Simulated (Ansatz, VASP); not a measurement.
**NiO in VASP and in Ansatz**

Contents of INCAR:

```
SYSTEM = NiO
  PREC = Accurate
  ENCUT = 520
  EDIFF = 1E-6
  ISMEAR = 0
  SIGMA = 0.05
  LREAL = .False.
  LASPH = .True.
  NELM = 150
  ALGO = Normal
  ISIF = 2
  LWAVE = .False.
  LCHARG = .False.
  ISPIN = 2
  MAGMOM = 1.74 -1.74 0 0
  LORBIT = 11
  LMAXMIX = 4
  LDAU = .True.
  LDAUTYPE = 1
  LDAUL = 2 -1
  LDAUU = 5 0
  LDAUJ = 0.9 0
  LDAUPRINT = 1
  NBANDS = 28
```

KPOINTS

```
regular mesh
0
Gamma
  8 8 8
  0 0 0
```

File POSCAR:

```
NiO
1.0
    0.0000000000      2.0913095100      2.0913095100
    2.0913095100      0.0000000000      2.0913095100
    4.1826190200      4.1826190200      0.0000000000
Ni O
2 2
Direct
    0.0000000000      0.0000000000      0.0000000000
    0.0000000000      0.0000000000      0.5000000000
    0.5000000000      0.5000000000      0.2500000000
    0.5000000000      0.5000000000      0.7500000000
```

Input for Ansatz:

```yaml
crystal:
  lattice:
    - [0.0, 2.09130951, 2.09130951]
    - [2.09130951, 0.0, 2.09130951]
    - [4.18261902, 4.18261902, 0.0]
  atoms:
    - { symbol: Ni, position: [0.0, 0.0, 0.0], spin: 2.0 }
    - { symbol: O, position: [0.5, 0.5, 0.25] }
    - { symbol: Ni, position: [0.0, 0.0, 0.5], spin: -2.0 }
    - { symbol: O, position: [0.5, 0.5, 0.75] }
basis:
  ecutwfc: 420
  ecutrho_ratio: 4
kpoints:
  mp_grid: { grid: [8, 8, 8] }
hamiltonian:
  xc: lda
  hubbard:
    sites:
      - { site: 0, l: d, u: 5.0, j: 0.9, starting_ns: [{ spin: up, occupation_matrix: s0up }, { spin: down, occupation_matrix: s0down }] }
      - { site: 2, l: d, u: 5.0, j: 0.9, starting_ns: [{ spin: up, occupation_matrix: s2up }, { spin: down, occupation_matrix: s2down }] }
    occupation_matrices:
      s0up:
        matrix:
          - [0.97, 0.0, 0.0, 0.0, 0.0]
          - [0.0, 0.97, 0.0, 0.0, 0.0]
          - [0.0, 0.0, 0.97, 0.0, 0.0]
          - [0.0, 0.0, 0.0, 0.97, 0.0]
          - [0.0, 0.0, 0.0, 0.0, 0.97]
      s0down:
        matrix:
          - [0.02, 0.0, 0.0, 0.0, 0.0]
          - [0.0, 0.97, 0.0, 0.0, 0.0]
          - [0.0, 0.0, 0.97, 0.0, 0.0]
          - [0.0, 0.0, 0.0, 0.02, 0.0]
          - [0.0, 0.0, 0.0, 0.0, 0.97]
      s2up:
        matrix:
          - [0.02, 0.0, 0.0, 0.0, 0.0]
          - [0.0, 0.97, 0.0, 0.0, 0.0]
          - [0.0, 0.0, 0.97, 0.0, 0.0]
          - [0.0, 0.0, 0.0, 0.02, 0.0]
          - [0.0, 0.0, 0.0, 0.0, 0.97]
      s2down:
        matrix:
          - [0.97, 0.0, 0.0, 0.0, 0.0]
          - [0.0, 0.97, 0.0, 0.0, 0.0]
          - [0.0, 0.0, 0.97, 0.0, 0.0]
          - [0.0, 0.0, 0.0, 0.97, 0.0]
          - [0.0, 0.0, 0.0, 0.0, 0.97]
    ns_hold: { iters: 8 }
scf:
  occupations: { method: gaussian, width: 0.05 }
  lower_state_search: "off"
  max_iter: 150
output:
  forces: true
  stress: true
  eigenvalues: true
  populations: true
  hubbard: { sites: [{ site: 0, l: d }, { site: 2, l: d }] }
  write_density: true
  write_potential: true
  elf: true
  volumetric_format: npy
magnetization:
  spin_polarized: true
```

Alike in both runs: task single point; functional LDA; k mesh 8 × 8 × 8; occupations gaussian, width 0.05 eV; collinear spin; Hubbard terms Ni d U = 5.0 eV, J = 0.9 eV.

|  | VASP | Ansatz |
| --- | --- | --- |
| version | VASP 6.6.1 | Ansatz 0.2.0 |
| potentials or method | VASP PAW LDA potentials, release 64 (Ni, O), cutoff 520 eV | scalar-relativistic, plane waves, PAW |
| valence electrons in the cell | 32 | 48 |

Ansatz gave:

```
gap on the k mesh at the Fermi level (eV)                     : 2.55
least direct gap on the mesh (eV)                             : 3.01
pressure (GPa)                                                : -10.8
net moment per atom (μB)                                      : 0.00
size of the moment on the site where the two differ most (μB) : 1.58
```

Q: Which values does VASP return?

A: gap on the k mesh at the Fermi level (eV): 2.60; least direct gap on the mesh (eV): 3.03; pressure (GPa): -17.4; net moment per atom (μB): 0.00; size of the moment on the site where the two differ most (μB): 1.62.

LDA's correlation is that of Perdew and Zunger in VASP and of Perdew and Wang (1992) in Ansatz. Site moments also hang on the region over which each program counts them. The programs project onto different local orbitals, so the same U acts differently, and such runs can settle in different states. VASP's potentials hold 32 valence electrons a cell and Ansatz's 48, so a difference there can come from the potentials and not from the codes.
